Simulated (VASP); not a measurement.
Input of a VASP 6.6.1 run:

File INCAR:

```
SYSTEM = Be
PREC = Accurate
ENCUT = 520
EDIFF = 1E-6
ISMEAR = -1
SIGMA = 0.1
LREAL = .False.
LASPH = .True.
NELM = 100
ALGO = Normal
ISIF = 2
LWAVE = .False.
LCHARG = .True.
GGA = PS
LELF = .True.
LVHAR = .True.
NBANDS = 9
```

The input KPOINTS:

```
regular mesh
0
Gamma
  16 16 9
  0 0 0
```

The input POSCAR:

```
Be
1.0
    2.2580750172      0.0000000000      0.0000000000
   -1.1290375086      1.9555503286      0.0000000000
    0.0000000000      0.0000000000      3.5503490472
Be
2
Direct
    0.3333333333      0.6666666667      0.2500000000
    0.6666666667      0.3333333333      0.7500000000
```

Potentials or basis: VASP PAW PBE potentials, release 64 (Be).

Run with:

```bash
$ cat potpaw_PBE.64/Be/POTCAR > POTCAR
$ mpirun -np 1 vasp_std > vasp.out
```

(1) Estimate the pressure.

(2) Estimate the band gap on the k mesh.

## Answers

(1) 0.4 GPa.

(2) zero (bands 2 and 3 overlap by 1.59 eV).

Caveat: the PAW data sets were made with another functional, which shifts forces and pressure a little.
